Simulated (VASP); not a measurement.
# Si3As2 (Cmmm) in VASP: further runs

The runs below take Si3As2 through relaxation of cell and atoms, single point, with PBE.

All numbers are computed with VASP 6.6.1; they aren't measurements. Logs are shortened: lines on timing, memory, paths and dates and some standing lists are left out, and cuts for length are marked.

### Step 1. The cell of the first run

Symmetry: Cmmm, No. 65, orthorhombic system. Conventional cell: a = 4.990 Å, b = 8.400 Å, c = 5.441 Å, α = 90.00°, β = 90.00°, γ = 90.00°. Si (site symmetry 2/m) has 2 As at 2.44 Å and 2 Si at 2.50 Å within 3.2 Å. Si (site symmetry mmm) has 2 As at 2.50 Å within 3.3 Å. Within 3.3 Å of As (site symmetry mmm) lie 2 Si at 2.50 Å and 2 As at 2.72 Å. As (site symmetry mmm) has 4 Si at 2.44 Å and 2 As at 2.72 Å within 3.2 Å.

The cell was generated, and may not be a known phase.

### Step 2. Relaxation of cell and atoms, PBE

Input file INCAR:

```
SYSTEM = Si3As2
PREC     = Accurate       ! precision mode
ENCUT    = 600            ! plane-wave cutoff, eV
EDIFF    = 1E-7           ! SCF threshold, eV
ISMEAR   = 0              ! smearing method
SIGMA    = 0.1            ! smearing width, eV
LREAL    = .False.        ! projectors in reciprocal space
LASPH    = .True.         ! aspherical terms in the spheres
NELM     = 100            ! most SCF steps
ALGO     = Normal         ! electronic algorithm
ISIF     = 3              ! what is computed and relaxed
LWAVE    = .False.        ! write WAVECAR
LCHARG   = .False.        ! write CHGCAR
GGA      = PE             ! functional
IBRION   = 2              ! ionic algorithm
NSW      = 100            ! ionic steps
EDIFFG   = -0.01          ! ionic threshold
```

Input file KPOINTS:

```
Automatic mesh
0
Gamma
  10 10 8
  0 0 0
```

Input file POSCAR:

```
Si3As2
1.0
    2.4950434016     -4.2001597674      0.0000000000
    2.4950434016      4.2001597674      0.0000000000
    0.0000000000      0.0000000000      5.4405789376
Si As
3 2
Direct
    0.0000000000      0.5000000000      0.5000000000
    0.5000000000      0.0000000000      0.5000000000
    0.5000000000      0.5000000000      0.0000000000
    0.0000000000      0.0000000000      0.0000000000
    0.0000000000      0.0000000000      0.5000000000
```

Potentials or basis: VASP PAW PBE potentials, release 64 (Si, As).

Run with:

```console
$ cat potpaw_PBE.64/Si/POTCAR potpaw_PBE.64/As/POTCAR > POTCAR
$ mpirun -np 1 vasp_std > vasp.out
```

OUTCAR:

```text
SYSTEM = Si3As2
   PREC = Accurate
   ENCUT = 600
   EDIFF = 1E-7
   ISMEAR = 0
   LREAL = .False.
   LASPH = .True.
   NELM = 100
   ISIF = 3
   GGA = PE
   IBRION = 2
   NSW = 100
   EDIFFG = -0.01

 ion  position               nearest neighbor table
   1  0.000  0.500  0.500-   5 2.44   5 2.44   2 2.50   2 2.50
   2  0.500  0.000  0.500-   5 2.44   5 2.44   1 2.50   1 2.50
   3  0.500  0.500  0.000-   4 2.50   4 2.50
   4  0.000  0.000  0.000-   3 2.50   3 2.50   5 2.72   5 2.72
   5  0.000  0.000  0.500-   1 2.44   2 2.44   1 2.44   2 2.44   4 2.72   4 2.72

  LATTYP: Found a base centered orthorhombic cell.
 ALAT       =     4.9900868032
 B/A-ratio  =     1.6834014850
 C/A-ratio  =     1.0902774144

  Lattice vectors:

 A1 = (   2.4950434016,  -4.2001597674,   0.0000000000)
 A2 = (   2.4950434016,   4.2001597674,   0.0000000000)
 A3 = (   0.0000000000,   0.0000000000,   5.4405789376)

Analysis of symmetry for initial positions (statically):
=====================================================================
 Subroutine PRICEL returns:
 Original cell was already a primitive cell.

 Routine SETGRP: Setting up the symmetry group for a
 base centered orthorhombic supercell.

 Subroutine GETGRP returns: Found  8 space group operations
 (whereof  8 operations were pure point group operations)
 out of a pool of  8 trial point group operations.

The static configuration has the point symmetry D_2h.

Analysis of symmetry for dynamics (positions and initial velocities):
=====================================================================
 Subroutine PRICEL returns:
 Original cell was already a primitive cell.

 Routine SETGRP: Setting up the symmetry group for a
 base centered orthorhombic supercell.

 Subroutine GETGRP returns: Found  8 space group operations
 (whereof  8 operations were pure point group operations)
 out of a pool of  8 trial point group operations.

The dynamic configuration has the point symmetry D_2h.

 Subroutine INISYM returns: Found  8 space group operations
 (whereof  8 operations are pure point group operations),
 and found     1 'primitive' translations

----------------------------------------------------------------------------------------

                                     Primitive cell

  volume of cell :     114.0300

  direct lattice vectors                    reciprocal lattice vectors
     2.495043402 -4.200159767  0.000000000     0.200397316 -0.119043091  0.000000000
     2.495043402  4.200159767  0.000000000     0.200397316  0.119043091  0.000000000
     0.000000000  0.000000000  5.440578938     0.000000000  0.000000000  0.183803969

  length of vectors
     4.885343759  4.885343759  5.440578938     0.233088699  0.233088699  0.183803969

  position of ions in fractional coordinates (direct lattice)
     0.000000000  0.500000000  0.500000000
     0.500000000  0.000000000  0.500000000
     0.500000000  0.500000000  0.000000000
     0.000000000  0.000000000  0.000000000
     0.000000000  0.000000000  0.500000000

  ion indices of the primitive-cell ions
   primitive index   ion index
                 1           1
                 2           2
                 3           3
                 4           4
                 5           5

----------------------------------------------------------------------------------------

 KPOINTS: Automatic mesh

Automatic generation of k-mesh.
 Grid dimensions read from file:
 generate k-points for:   10   10    8

 Generating k-lattice:

  Cartesian coordinates                     Fractional coordinates (reciprocal lattice)
     0.020039732 -0.011904309  0.000000000     0.100000000  0.000000000  0.000000000
     0.020039732  0.011904309  0.000000000     0.000000000  0.100000000  0.000000000
     0.000000000  0.000000000  0.022975496     0.000000000  0.000000000  0.125000000

  Length of vectors
     0.023308870  0.023308870  0.022975496

  Shift w.r.t. Gamma in fractional coordinates (k-lattice)
     0.000000000  0.000000000  0.000000000

 Subroutine IBZKPT returns following result:
 ===========================================

 Found    155 irreducible k-points:

 Following reciprocal coordinates:
            Coordinates               Weight
  0.000000  0.000000  0.000000      1.000000
  0.100000 -0.000000  0.000000      4.000000
  0.200000 -0.000000  0.000000      4.000000
  0.300000 -0.000000  0.000000      4.000000
  0.400000 -0.000000  0.000000      4.000000
  0.500000 -0.000000  0.000000      2.000000
[... 16 lines left out ...]
  0.300000  0.300000  0.000000      2.000000
  0.400000  0.300000  0.000000      4.000000
 [... further k-points ...]
   k-points           NKPTS =    155   k-points in BZ     NKDIM =    155   number of bands    NBANDS=     15
   number of dos      NEDOS =    301   number of ions     NIONS =      5
   total plane-waves  NPLWV =  76800
   dimension x,y,z NGX =    40 NGY =   40 NGZ =   48
   dimension x,y,z NGXF=    80 NGYF=   80 NGZF=   96
   ions per type =               3   2
   NGX,Y,Z   is equivalent  to a cutoff of  13.61, 13.61, 14.67 a.u.
   NGXF,Y,Z  is equivalent  to a cutoff of  27.22, 27.22, 29.33 a.u.
 SYSTEM =  Si3As2
   PREC   = accura    normal or accurate (medium, high low for compatibility)
   ISTART =      0    job   : 0-new  1-cont  2-samecut
   ICHARG =      2    charge: 1-file 2-atom 10-const
   ISPIN  =      1    spin polarized calculation?
   LNONCOLLINEAR =      F non collinear calculations
   LSORBIT =      F    spin-orbit coupling
   LASPH  =      T    aspherical Exc in radial PAW
   ENCUT  =  600.0 eV  44.10 Ry    6.64 a.u.   9.76  9.76 10.87*2*pi/ulx,y,z
   NELM   =    100;   NELMIN=  2; NELMDL= -5     # of ELM steps
   EDIFF  = 0.1E-06   stopping-criterion for ELM
   LREAL  =      F    real-space projection
   EDIFFG = -.1E-01   stopping-criterion for IOM
   NSW    =    100    number of steps for IOM
   IBRION =      2    ionic relax: 0-MD 1-quasi-New 2-CG
   NFREE  =      1    steps in history (QN), initial steepest desc. (CG)
   ISIF   =      3    stress and relaxation
   ISYM   =      2    0-nonsym 1-usesym 2-fastsym
   POTIM  = 0.5000    time-step for ionic-motion
   TEBEG  =    0.0;   TEEND  =   0.0 temperature during run
   PSTRESS=    0.0 pullay stress
   NELECT =      22.0000    total number of electrons
   NUPDOWN=      -1.0000    fix difference up-down
   EMIN   =  10.00;   EMAX   =-10.00  energy-range for DOS
   EFERMI =   0.00;   METHOD = LEGACY
   ISMEAR =     0;   SIGMA  =   0.10  broadening in eV -4-tet -1-fermi 0-gaus
   EFERMI_NEDOS =   21; number of points for ismear=-14 and -15
   IALGO  =     38    algorithm
   IMIX   =      4    mixing-type and parameters
     AMIX     =   0.40;   BMIX     =  1.00
     AMIX_MAG =   1.60;   BMIX_MAG =  1.00
  volume/ion in A,a.u.               =      22.81       153.90
  Fermi-wavevector in a.u.,A,eV,Ry     =   0.945967  1.787619 12.175225  0.894854
  Thomas-Fermi vector in A             =   2.073920
   LORBIT       =      0    0 simple, 1 ext, 2 COOP (PROOUT), +10 PAW based schemes
   GGA     = PE    functional components
   LHFCALC =     F    Hartree Fock is set to
   AEXX    =    0.0000 exact exchange contribution
   IVDW    =     0    specifies the selected vdW correction
   LEPSILON=     F    determine dielectric tensor
   LRPA    =     F    only Hartree local field effects (RPA)
 conjugate gradient relaxation of ions
 non-spin polarized calculation
 Gauss-broadening in eV      SIGMA  =   0.10
  energy-cutoff  :      600.00
  volume of cell :      114.03
 maximum number of plane-waves:      3828
   NGX = 19   NGY = 19   NGZ = 21

--------------------------------------- Ionic step        1  -------------------------------------------

 number of electron      22.0000001 magnetization

 Free energy of the ion-electron system (eV)
  ---------------------------------------------------
  ext. energy  EPLUGINS =         0.00000000
  ---------------------------------------------------
  free energy    TOTEN  =       -21.07434628 eV

  energy without entropy =      -21.05980699  energy(sigma->0) =      -21.06707664

------------------------ aborting loop because EDIFF is reached ----------------------------------------

  FORCE on cell =-STRESS in cart. coord.  units (eV):
  Direction    XX          YY          ZZ          XY          YZ          ZX
  --------------------------------------------------------------------------------------
  -------------------------------------------------------------------------------------
  Total       -1.0182074      2.9237057     -2.4316384      0.0000000      0.0000000      0.0000000
  in kB      -14.3063160     41.0795053    -34.1657173      0.0000000      0.0000000      0.0000000
  external PRESSURE =      -2.4641760 kB  Pullay stress =       0.0000000 kB
[... 258 lines left out ...]
  energy  without entropy=      -21.1920265721  energy(sigma->0) =      -21.19979368

--------------------------------------- Ionic step        8  -------------------------------------------

 number of electron      22.0000000 magnetization

 Free energy of the ion-electron system (eV)
  ---------------------------------------------------
  ext. energy  EPLUGINS =         0.00000000
  ---------------------------------------------------
  free energy    TOTEN  =       -21.20756830 eV

  energy without entropy =      -21.19201464  energy(sigma->0) =      -21.19979147

 E-fermi :   4.6837     XC(G=0):  -9.3181

 val. band max:        4.6836372385   @ k =   0.4000  -0.0000   0.2500
 cond. band min:       4.6871316210   @ k =   0.3000  -0.0000   0.2500
 fundamental gap:      0.0034943825
 Fermi energy:         4.6837349622

 k-point     1 :       0.0000    0.0000    0.0000
  band No.  band energies     occupation
      1      -9.0305      2.00000
      2      -5.7269      2.00000
      3      -2.2534      2.00000
      4      -1.5685      2.00000
      5      -1.1860      2.00000
      6      -0.4101      2.00000
      7       0.4062      2.00000
      8       1.1063      2.00000
      9       1.6137      2.00000
     10       2.6264      2.00000
     11       3.9955      2.00000
     12       4.4079      1.99990
     13       6.4820      0.00000
     14       6.9788      0.00000
     15       7.6902      0.00000
[... 397 lines left out ...]
 k-point    24 :       0.4000    0.3000    0.0000
  band No.  band energies     occupation
      1      -8.3744      2.00000
      2      -5.1952      2.00000
      3      -5.0530      2.00000
      4      -3.3102      2.00000
      5      -1.0671      2.00000
      6      -0.5436      2.00000
      7       2.3493      2.00000
      8       2.6851      2.00000
      9       2.9957      2.00000
     10       3.2085      2.00000
     11       3.7914      2.00000
     12       4.0929      2.00000
     13       5.9277      0.00000
     14       6.7081      0.00000
     15       7.6437      0.00000

 [... further k-points ...]

------------------------ aborting loop because EDIFF is reached ----------------------------------------

  FORCE on cell =-STRESS in cart. coord.  units (eV):
  Direction    XX          YY          ZZ          XY          YZ          ZX
  --------------------------------------------------------------------------------------
  -------------------------------------------------------------------------------------
  Total       -0.0052285      0.0455003     -0.0468348      0.0000000      0.0000000      0.0000000
  in kB       -0.0733955      0.6387179     -0.6574499      0.0000000      0.0000000      0.0000000
  external PRESSURE =      -0.0307092 kB  Pullay stress =       0.0000000 kB
[... 20 lines left out ...]
  FREE ENERGIE OF THE ION-ELECTRON SYSTEM (eV)
  ---------------------------------------------------
  free  energy   TOTEN  =       -21.2075683010 eV

  energy  without entropy=      -21.1920146437  energy(sigma->0) =      -21.19979147

 reached required accuracy - stopping structural energy minimisation
```

It took 23 min on 1 thread of AMD EPYC 7R13 (Zen 3), shared host; peak memory 0.46 GiB.

What came out:

* Free energy: -21.2076 eV
* Relaxed volume: 22.83 Å³/atom
* Relaxed cell: a = 5.065 Å, b = 5.065 Å, c = 5.296 Å, α = 90.00°, β = 90.00°, γ = 122.84°
* Space group after relaxing (to 0.1 Å): Cmmm (No. 65)
* Energy gained by relaxing: 26.6 meV/atom
* Ionic steps: 8
* Pressure after relaxing: 0.0 GPa
* Band gap on the k mesh: zero (bands 11 and 12 overlap by 2.27 eV)

Step by step:
| step | energy change (eV) | largest force (eV/Å) | pressure (GPa) | volume (Å³) |
| --- | --- | --- | --- | --- |
| 1 | 0.0000 | 0.0000 | -0.25 | 114.03 |
| 2 | -0.1051 | 0.0000 | -0.21 | 113.37 |
| 3 | -0.1236 | 0.0000 | -0.03 | 112.90 |
| 4 | -0.1237 | 0.0000 | -0.01 | 112.86 |
| 5 | -0.1299 | 0.0000 | 0.30 | 112.81 |
| 6 | -0.1310 | 0.0000 | 0.50 | 112.78 |
| 7 | -0.1332 | 0.0000 | -0.03 | 114.21 |
| 8 | -0.1332 | 0.0000 | 0.00 | 114.13 |

Final structure:
```xyz
5
Lattice="2.4228 -4.4475 0.0000 2.4228 4.4475 0.0000 0.0000 0.0000 5.2961" Properties=species:S:1:pos:R:3 pbc="T T T"
Si    1.2114    2.2238    2.6480
Si    1.2114   -2.2238    2.6480
Si    2.4228    0.0000    0.0000
As    0.0000    0.0000    0.0000
As    2.4228    4.4475    2.6480
```

### Step 3. Single point, PBE

This run uses another cell than the first one, of 17.85 Å³/atom.

Input file INCAR:

```
  ALGO = Normal
  EDIFF = 1E-7
  ENCUT = 520
  GGA = PE
  ISIF = 2
  ISMEAR = 0
  LASPH = T
  LCHARG = F
  LREAL = F
  LWAVE = F
  NBANDS = 19
  NELM = 100
  PREC = Accurate
  SIGMA = 0.1
```

Input file KPOINTS:

```
k-points
0
Gamma
  4 4 4
```

Changes to POSCAR since step 2:

```diff
@@ -2,5 +2,5 @@
 1.0
-    2.4950434016     -4.2001597674      0.0000000000
-    2.4950434016      4.2001597674      0.0000000000
-    0.0000000000      0.0000000000      5.4405789376
+    2.1634182400     -3.8030376700      0.0000000000
+    2.1634182400      3.8030376700      0.0000000000
+    0.0000000000      0.0000000000      5.4249921400
 Si As
```

Potentials or basis: VASP PAW PBE potentials, release 64 (Si, As).

Run with:

```console
$ cat potpaw_PBE.64/Si/POTCAR potpaw_PBE.64/As/POTCAR > POTCAR
$ mpirun -np 1 vasp_std > vasp.out
```

Run time: 28 s. Hardware: 1 thread of Intel Xeon Platinum 8488C (Sapphire Rapids), shared host; peak memory 0.22 GiB.

Results (log left out):

```
Free energy            : -18.3266 eV
Pressure               : 31.6 GPa
Band gap on the k mesh : zero (bands 11 and 12 overlap by 2.96 eV)
```

Stress tensor (GPa, compression positive):
```
54.80  0.00  0.00
 0.00 38.85  0.00
 0.00  0.00  1.19
```

Levels at points of the mesh, in eV from the Fermi level:
```
           k point  band 8  band 9  band 10  band 11  band 12  band 13  band 14  band 15
(0.00, 0.00, 0.00)   -3.41   -2.86    -2.71    -1.08     0.36     1.57     2.21     2.65
(0.50, 0.00, 0.00)   -2.96   -1.71    -0.30     0.44     0.84     1.00     2.59     4.02
(0.50, 0.50, 0.00)   -4.19   -3.28    -2.94     0.62     0.87     1.71     2.68     4.53
(0.00, 0.00, 0.50)   -3.50   -3.16    -2.98    -2.61    -1.90     1.25     1.55     1.82
(0.50, 0.00, 0.50)   -3.08   -1.53    -1.17     0.67     0.79     1.15     2.68     3.45
(0.50, 0.50, 0.50)   -4.11   -1.90    -1.82    -0.01     0.79     2.20     2.78     3.46
```

Caveat: the k points lie up to 0.42 Å⁻¹ apart, too coarse for converged energies and pressures of a metal.

### Step 4. Single point, PBE

This run uses another cell than the first one, of 22.76 Å³/atom.

Input file INCAR:

```
SYSTEM = Si3As2
PREC = Accurate
ENCUT = 520
EDIFF = 1E-7
ISMEAR = 0
SIGMA = 0.1
LREAL = .FALSE.
LASPH = .TRUE.
NELM = 80
ALGO = Normal
ISIF = 2
LWAVE = .FALSE.
LCHARG = .TRUE.
GGA = PE
LELF = .TRUE.
LVHAR = .TRUE.
NBANDS = 19
```

Input file KPOINTS:

```
regular mesh
0
G
  10 10 8
  0 0 0
```

Changes to POSCAR since step 3:

```diff
@@ -2,5 +2,5 @@
 1.0
-    2.1634182400     -3.8030376700      0.0000000000
-    2.1634182400      3.8030376700      0.0000000000
-    0.0000000000      0.0000000000      5.4249921400
+    2.4210158265     -4.4438062076      0.0000000000
+    2.4210158265      4.4438062076      0.0000000000
+    0.0000000000      0.0000000000      5.2885685105
 Si As
```

Run with:

```console
$ cat potpaw_PBE.64/Si/POTCAR potpaw_PBE.64/As/POTCAR > POTCAR
$ mpirun -np 1 vasp_std > vasp.out
```

Wall time 4.3 min (1 thread of Intel Xeon Platinum 8488C (Sapphire Rapids), shared host); peak memory 0.44 GiB.

It converged, with:

```yaml
Free_energy: -21.2073 eV
Pressure: 0.1 GPa
Band_gap_on_the_k_mesh: zero (bands 11 and 12 overlap by 2.27 eV)
```

Stress tensor (GPa, compression positive):
```
0.20 0.00 0.00
0.00 0.17 0.00
0.00 0.00 0.08
```

Levels at points of the mesh, in eV from the Fermi level:
```csv
k point,band 7,band 8,band 9,band 10,band 11,band 12,band 13,band 14,band 15,band 16
"(0.00, 0.00, 0.00)",-4.27,-3.57,-3.08,-2.06,-0.69,-0.28,1.80,2.30,3.01,3.02
"(0.50, 0.00, 0.00)",-4.08,-1.73,-0.93,-0.08,0.22,0.49,1.08,1.74,2.25,2.33
"(0.50, 0.50, 0.00)",-3.47,-3.09,-2.54,-1.99,0.04,0.83,1.84,1.91,1.95,1.96
"(0.00, 0.00, 0.50)",-3.47,-3.18,-2.70,-2.23,-1.87,-1.42,1.14,1.29,1.30,1.95
"(0.50, 0.00, 0.50)",-2.47,-1.90,-0.38,-0.38,0.21,1.37,1.40,1.69,2.41,2.49
"(0.50, 0.50, 0.50)",-4.40,-4.09,-0.63,-0.35,0.32,0.52,1.19,1.89,1.98,2.91
```

### Step 5. Overview

| task | cell | k mesh | cutoff (eV) | gap on the mesh (eV) | pressure (GPa) |
| --- | --- | --- | --- | --- | --- |
| relaxation of cell and atoms | relaxed from a = 4.885, b = 4.885, c = 5.441 Å, angles 90.0, 90.0, 118.6°, 5 atoms | 10 × 10 × 8 | 600 | none | 0.0 |
| single point | a = 4.375, b = 4.375, c = 5.425 Å, angles 90.0, 90.0, 120.7°, 5 atoms | 4 × 4 × 4 | 520 | none | 31.6 |
| single point | a = 5.061, b = 5.061, c = 5.289 Å, angles 90.0, 90.0, 122.8°, 5 atoms | 10 × 10 × 8 | 520 | none | 0.1 |

Alike in all rows: level PBE; potentials or basis VASP PAW PBE potentials, release 64 (Si, As); no spin polarisation; smearing gaussian 0.1 eV.

Caveats: some runs use coarse meshes.

Total energies depend on the potentials used, so only differences within one code and one set of settings carry meaning.

The gap in the log of VASP goes by the Fermi energy; the results here count the filled bands.